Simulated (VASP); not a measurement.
# Co (P6_3/mmc) in VASP: further runs

Runs on Co. Level: PBE. Tasks: single point.

Program: VASP 6.6.1. These are calculated values, not measurements. Logs are shortened: lines on timing, memory, paths and dates and some standing lists are left out, and cuts for length are marked.

### Step 1. The cell of the first run

The structure is hexagonal, space group P6_3/mmc (No. 194). The conventional cell has a = 2.404 Å, b = 2.404 Å, c = 3.884 Å, α = 90.00°, β = 90.00°, γ = 120.00°. Co (site symmetry -6m2) has 12 Co at 2.39 to 2.40 Å within 3.2 Å.

### Step 2. Single point, PBE, collinear spin, ferromagnetic start

INCAR

```
SYSTEM = Co
PREC = Accurate ; ENCUT = 520
EDIFF = 1E-6 ; ISMEAR = -1
SIGMA = 0.05 ; LREAL = .FALSE.
LASPH = .TRUE. ; NELM = 150
ALGO = Normal ; ISIF = 2
LWAVE = .FALSE. ; LCHARG = .FALSE.
ISPIN = 2 ; MAGMOM = 2 2
LORBIT = 11 ; LMAXMIX = 4
GGA = PE ; NBANDS = 20
```

KPOINTS

```
regular mesh
0
G
  12 12 7
  0 0 0
```

POSCAR

```
Co
1.0
    2.4042064259      0.0000000000      0.0000000000
   -1.2021032130      2.0821038408      0.0000000000
    0.0000000000      0.0000000000      3.8842950743
Co
2
Direct
    0.6666666667      0.3333333333      0.7500000000
    0.3333333333      0.6666666667      0.2500000000
```

Potentials or basis: VASP PAW PBE potentials, release 64 (Co).

The run is started by

```
$ cat potpaw_PBE.64/Co/POTCAR > POTCAR
$ mpirun -np 1 vasp_std > vasp.out
```

OUTCAR:

```text
SYSTEM = Co
   PREC = Accurate
   ENCUT = 520
   EDIFF = 1E-6
   ISMEAR = -1
   LREAL = .FALSE.
   LASPH = .TRUE.
   NELM = 150
   ISIF = 2
   ISPIN = 2
   LORBIT = 11
   GGA = PE

 ion  position               nearest neighbor table
   1  0.667  0.333  0.750-   2 2.39   2 2.39   2 2.39   2 2.39   2 2.39   2 2.39
   2  0.333  0.667  0.250-   1 2.39   1 2.39   1 2.39   1 2.39   1 2.39   1 2.39

  LATTYP: Found a hexagonal cell.
 ALAT       =     2.4042064259
 C/A-ratio  =     1.6156246121

  Lattice vectors:

 A1 = (   2.4042064259,   0.0000000000,   0.0000000000)
 A2 = (  -1.2021032130,   2.0821038408,   0.0000000000)
 A3 = (   0.0000000000,   0.0000000000,   3.8842950743)

Analysis of symmetry for initial positions (statically):
=====================================================================
 Subroutine PRICEL returns:
 Original cell was already a primitive cell.

 Routine SETGRP: Setting up the symmetry group for a
 hexagonal supercell.

 Subroutine GETGRP returns: Found 24 space group operations
 (whereof 12 operations were pure point group operations)
 out of a pool of 24 trial point group operations.

The static configuration has the point symmetry D_3d.
 The point group associated with its full space group is D_6h.

Analysis of symmetry for dynamics (positions and initial velocities):
=====================================================================
 Subroutine PRICEL returns:
 Original cell was already a primitive cell.

 Routine SETGRP: Setting up the symmetry group for a
 hexagonal supercell.

 Subroutine GETGRP returns: Found 24 space group operations
 (whereof 12 operations were pure point group operations)
 out of a pool of 24 trial point group operations.

The dynamic configuration has the point symmetry D_3d.
 The point group associated with its full space group is D_6h.

Analysis of structural, dynamic, and magnetic symmetry:
=====================================================================
 Subroutine PRICEL returns:
 Original cell was already a primitive cell.

 Routine SETGRP: Setting up the symmetry group for a
 hexagonal supercell.

 Subroutine GETGRP returns: Found 24 space group operations
 (whereof 12 operations were pure point group operations)
 out of a pool of 24 trial point group operations.

The overall configuration has the point symmetry D_3d.
 The point group associated with its full space group is D_6h.

 Subroutine INISYM returns: Found 24 space group operations
 (whereof 12 operations are pure point group operations),
 and found     1 'primitive' translations

[... 111 lines left out ...]
   IALGO  =     38    algorithm
   IMIX   =      4    mixing-type and parameters
     AMIX     =   0.40;   BMIX     =  1.00
     AMIX_MAG =   1.60;   BMIX_MAG =  1.00
  volume/ion in A,a.u.               =       9.72        65.61
  Fermi-wavevector in a.u.,A,eV,Ry     =   1.595525  3.015105 34.636341  2.545699
  Thomas-Fermi vector in A             =   2.693430
   LORBIT       =     11    0 simple, 1 ext, 2 COOP (PROOUT), +10 PAW based schemes
   GGA     = PE    functional components
   LHFCALC =     F    Hartree Fock is set to
   AEXX    =    0.0000 exact exchange contribution
   IVDW    =     0    specifies the selected vdW correction
   LEPSILON=     F    determine dielectric tensor
   LRPA    =     F    only Hartree local field effects (RPA)
 spin polarized calculation
  energy-cutoff  :      520.00
  volume of cell :       19.44
 maximum number of plane-waves:       543
 NGX is ok and might be reduce to    18
   NGX =  9   NGY =  9   NGZ = 15

 number of electron      18.0000019 magnetization       2.9923259

 Free energy of the ion-electron system (eV)
  ---------------------------------------------------
  ext. energy  EPLUGINS =         0.00000000
  ---------------------------------------------------
  free energy    TOTEN  =       -13.89555505 eV

  energy without entropy =      -13.88342822  energy(sigma->0) =      -13.88949163

 E-fermi :  11.8897     XC(G=0): -14.0627

 val. band max:       11.8857197691   @ k =   0.3333   0.1667   0.4286
 cond. band min:      11.8947159499   @ k =   0.2500   0.0000   0.1429
 fundamental gap:      0.0089961809
 Fermi energy:        11.8897159750

 spin component 1

 k-point     1 :       0.0000    0.0000    0.0000
  band No.  band energies     occupation
      1       2.3339      1.00000
      2       6.2364      1.00000
      3       9.1495      1.00000
      4       9.1689      1.00000
      5       9.1689      1.00000
      6       9.5464      1.00000
[... 541 lines left out ...]
     19      37.0450      0.00000
     20      38.6400      0.00000

 [... further k-points ...]

 spin component 2

 k-point     1 :       0.0000    0.0000    0.0000
  band No.  band energies     occupation
      1       2.3484      1.00000
      2       7.1200      1.00000
      3      10.6783      1.00000
      4      10.6843      1.00000
      5      10.6843      1.00000
      6      11.1161      1.00000
[... 541 lines left out ...]
     19      37.4898      0.00000
     20      38.9701      0.00000

 [... further k-points ...]
[... 5 lines left out ...]
  --------------------------------------------------------------------------------------
  -------------------------------------------------------------------------------------
  Total        3.4974054      3.4974054      3.4885989     -0.0000000      0.0000000      0.0000000
  in kB      288.1842246    288.1842246    287.4585794     -0.0000000      0.0000000      0.0000000
  external PRESSURE =     287.9423428 kB  Pullay stress =       0.0000000 kB

 VOLUME and BASIS-vectors are now :
 -----------------------------------------------------------------------------
  energy-cutoff  :      520.00
  volume of cell :       19.44
      direct lattice vectors                 reciprocal lattice vectors
     2.404206426  0.000000000  0.000000000     0.415937662  0.240141721  0.000000000
    -1.202103213  2.082103841  0.000000000     0.000000000  0.480283442  0.000000000
     0.000000000  0.000000000  3.884295074     0.000000000  0.000000000  0.257446971

 POSITION                                       TOTAL-FORCE (eV/Angst)
 -----------------------------------------------------------------------------------
      1.20210      0.69403      2.91322        -0.000000      0.000000      0.000000
     -0.00000      1.38807      0.97107         0.000000      0.000000      0.000000
 -----------------------------------------------------------------------------------
    total drift:                                0.000000     -0.000000     -0.000000

  FREE ENERGIE OF THE ION-ELECTRON SYSTEM (eV)
  ---------------------------------------------------
  free  energy   TOTEN  =       -13.8955550459 eV

  energy  without entropy=      -13.8834282153  energy(sigma->0) =      -13.88949163

 total charge

# of ion       s       p       d       tot
------------------------------------------
    1        0.537   0.624   7.350   8.512
    2        0.537   0.624   7.350   8.512
--------------------------------------------------
tot          1.074   1.249  14.700  17.023

 magnetization (x)

# of ion       s       p       d       tot
------------------------------------------
    1       -0.016  -0.055   1.566   1.495
    2       -0.016  -0.055   1.566   1.495
--------------------------------------------------
tot         -0.033  -0.110   3.132   2.989
```

OSZICAR:

```text
N       E                     dE             d eps       ncg     rms          rms(c)
DAV:   1     0.842091311192E+02    0.84209E+02   -0.81627E+03  6544   0.127E+03
DAV:   2    -0.112616953264E+02   -0.95471E+02   -0.85805E+02  6176   0.219E+02
DAV:   3    -0.157646494088E+02   -0.45030E+01   -0.43156E+01  6896   0.569E+01
DAV:   4    -0.158321261914E+02   -0.67477E-01   -0.67428E-01  7528   0.613E+00
DAV:   5    -0.158341030470E+02   -0.19769E-02   -0.19768E-02  7092   0.101E+00    0.169E+01
DAV:   6    -0.141724660237E+02    0.16616E+01   -0.58043E+00  6940   0.513E+01    0.599E+00
DAV:   7    -0.139399914894E+02    0.23247E+00   -0.75656E-01  7448   0.168E+01    0.407E+00
DAV:   8    -0.139098082978E+02    0.30183E-01   -0.13541E-02  8664   0.136E+00    0.201E+00
DAV:   9    -0.138957460933E+02    0.14062E-01   -0.18338E-03 10084   0.849E-01    0.426E-01
DAV:  10    -0.138955260733E+02    0.22002E-03   -0.83774E-04  8304   0.365E-01    0.729E-02
DAV:  11    -0.138955553331E+02   -0.29260E-04   -0.42870E-05  7372   0.682E-02    0.263E-02
DAV:  12    -0.138955550459E+02    0.28717E-06   -0.26548E-06  7204   0.154E-02
   1 F= -.13895555E+02 E0= -.13889492E+02  d E =-.121268E-01  mag=     2.9919
```

Wall time 21 s (1 thread of Intel Xeon 6975P-C (Granite Rapids), shared host); peak memory 0.16 GiB.

What came out:

| Quantity | Value |
| --- | --- |
| Free energy | -13.8956 eV |
| Pressure | 28.8 GPa |
| Net moment | 2.99 μB per cell |
| Site moments | Co +1.50 μB |
| Valence electrons inside the program's atomic spheres | Co 8.51 |

Levels at points of the mesh, in eV from the Fermi level:
Spin up:
```
           k point  band 6  band 7  band 8  band 9  band 10  band 11  band 12  band 13  band 14  band 15
(0.00, 0.00, 0.00)   -2.34   -2.34   -1.93   -1.93    -0.63    -0.63    -0.10     7.43    22.90    26.36
(0.50, 0.00, 0.00)   -2.63   -2.24   -0.47   -0.35    -0.29     1.67     3.94    10.64    11.43    13.82
```
Spin down:
```csv
k point,band 3,band 4,band 5,band 6,band 7,band 8,band 9,band 10,band 11,band 12
"(0.00, 0.00, 0.00)",-1.21,-1.21,-1.21,-0.77,-0.77,-0.28,-0.28,-0.13,1.14,1.14
"(0.50, 0.00, 0.00)",-3.83,-2.07,-1.39,-1.26,-0.77,1.29,1.45,1.48,2.86,4.87
```

Caveat: the cell stands under pressure.

### Step 3. Single point, PBE, collinear spin, ferromagnetic start

This run uses another cell than the first one, of 10.03 Å³/atom.

INCAR

```
SYSTEM = Co
PREC = Accurate
ENCUT = 520
EDIFF = 1E-6
ISMEAR = -1
SIGMA = 0.05
LREAL = .False.
LASPH = .True.
NELM = 150
ALGO = Normal
ISIF = 2
LWAVE = .False.
LCHARG = .False.
ISPIN = 2
MAGMOM = 2 2
LORBIT = 11
LMAXMIX = 4
GGA = PE
NBANDS = 20
```

KPOINTS

```
regular mesh
0
Gamma
  12 12 7
  0 0 0
```

POSCAR

```
Co
1.0
    2.4294142786      0.0000000000      0.0000000000
   -1.2147071393      2.1039344815      0.0000000000
    0.0000000000      0.0000000000      3.9231568503
Co
2
Direct
    0.6666666667      0.3333333333      0.7500000000
    0.3333333333      0.6666666667      0.2500000000
```

Potentials or basis: VASP PAW PBE potentials, release 64 (Co).

The run is started by

```
$ cat potpaw_PBE.64/Co/POTCAR > POTCAR
$ mpirun -np 1 vasp_std > vasp.out
```

Run time: 21 s. Hardware: 1 thread of Intel Xeon 6975P-C (Granite Rapids), shared host; peak memory 0.16 GiB.

It converged, with:

```yaml
Free_energy: -13.9853 eV
Pressure: 18.9 GPa
Net_moment: 3.04 μB per cell
Site_moments: Co +1.52 μB
Valence_electrons_inside_the_program's_atomic_spheres: Co 8.44
```

Stress tensor (GPa, compression positive):
```
18.95  0.00  0.00
 0.00 18.95  0.00
 0.00  0.00 18.88
```

Levels at points of the mesh, in eV from the Fermi level:
Spin up:
```tsv
k point	band 7	band 8	band 9	band 10	band 11	band 12	band 13	band 14
(0.00, 0.00, 0.00)	-2.32	-1.93	-1.93	-0.68	-0.68	-0.08	7.13	22.63
(0.50, 0.00, 0.00)	-2.21	-0.53	-0.42	-0.36	1.56	3.76	10.37	11.12
```
Spin down:
| k point | band 3 | band 4 | band 5 | band 6 | band 7 | band 8 | band 9 | band 10 | band 11 | band 12 |
| --- | --- | --- | --- | --- | --- | --- | --- | --- | --- | --- |
| (0.00, 0.00, 0.00) | -1.14 | -1.13 | -1.13 | -0.72 | -0.72 | -0.26 | -0.26 | -0.13 | 1.11 | 1.11 |
| (0.50, 0.00, 0.00) | -3.66 | -2.01 | -1.31 | -1.19 | -0.72 | 1.25 | 1.41 | 1.44 | 2.76 | 4.69 |

Caveat: the cell stands under pressure.

### Step 4. Single point, PBE, collinear spin, ferromagnetic start

This run uses another cell than the first one, of 10.41 Å³/atom.

INCAR

```
PREC = Accurate
ENCUT = 520
EDIFF = 1E-7
ISMEAR = -1
SIGMA = 0.05
LREAL = F
LASPH = T
NELM = 150
ALGO = Normal
ISIF = 2
LWAVE = F
LCHARG = F
ISPIN = 2
MAGMOM = 2 2
LORBIT = 11
LMAXMIX = 4
GGA = PE
NBANDS = 20
```

KPOINTS

```
Automatic mesh
0
Gamma
  12 12 7
```

POSCAR

```
Co
1.0
    2.4602558998      0.0000000000      0.0000000000
   -1.2301279499      2.1306441091      0.0000000000
    0.0000000000      0.0000000000      3.9700282142
Co
2
Direct
    0.6666666667      0.3333333333      0.7500000000
    0.3333333333      0.6666666667      0.2500000000
```

The run is started by

```
$ cat potpaw_PBE.64/Co/POTCAR > POTCAR
$ mpirun -np 1 vasp_std > vasp.out
```

Run time: 24 s. Hardware: 1 thread of Intel Xeon 6975P-C (Granite Rapids), shared host; peak memory 0.16 GiB.

Results (log left out):

* Free energy: -14.0507 eV
* Pressure: 9.1 GPa
* Net moment: 3.14 μB per cell
* Site moments: Co +1.58 μB
* Valence electrons inside the program's atomic spheres: Co 8.36

Stress tensor (GPa, compression positive):
```
9.09 0.00 0.00
0.00 9.09 0.00
0.00 0.00 8.99
```

Levels at points of the mesh, in eV from the Fermi level:
Spin up:
| k point | band 9 | band 10 | band 11 | band 12 | band 13 | band 14 |
| --- | --- | --- | --- | --- | --- | --- |
| (0.00, 0.00, 0.00) | -1.93 | -0.75 | -0.75 | -0.06 | 6.78 | 22.31 |
| (0.50, 0.00, 0.00) | -0.50 | -0.45 | 1.44 | 3.54 | 10.06 | 10.76 |
Spin down:
```tsv
k point	band 3	band 4	band 5	band 6	band 7	band 8	band 9	band 10	band 11	band 12
(0.00, 0.00, 0.00)	-1.04	-1.03	-1.03	-0.64	-0.64	-0.21	-0.21	-0.11	1.09	1.09
(0.50, 0.00, 0.00)	-3.44	-1.93	-1.21	-1.10	-0.65	1.23	1.37	1.40	2.66	4.51
```

Caveat: the cell stands under pressure.

### Step 5. Overview

```csv
cell,gap on the mesh (eV),pressure (GPa),moment (μB)
"a = 2.404, b = 2.404, c = 3.884 Å, angles 90.0, 90.0, 120.0°, 2 atoms",none,28.8,2.99
"a = 2.429, b = 2.429, c = 3.923 Å, angles 90.0, 90.0, 120.0°, 2 atoms",none,18.9,3.04
"a = 2.460, b = 2.460, c = 3.970 Å, angles 90.0, 90.0, 120.0°, 2 atoms",none,9.1,3.14
```

Alike in all rows: task single point; level PBE; potentials or basis VASP PAW PBE potentials, release 64 (Co); spin collinear, ferromagnetic start; k mesh 12 × 12 × 7; cutoff (eV) 520; smearing fermi-dirac 0.05 eV.

Caveats: the cell stands under pressure.

Total energies depend on the potentials used, so only differences within one code and one set of settings carry meaning.
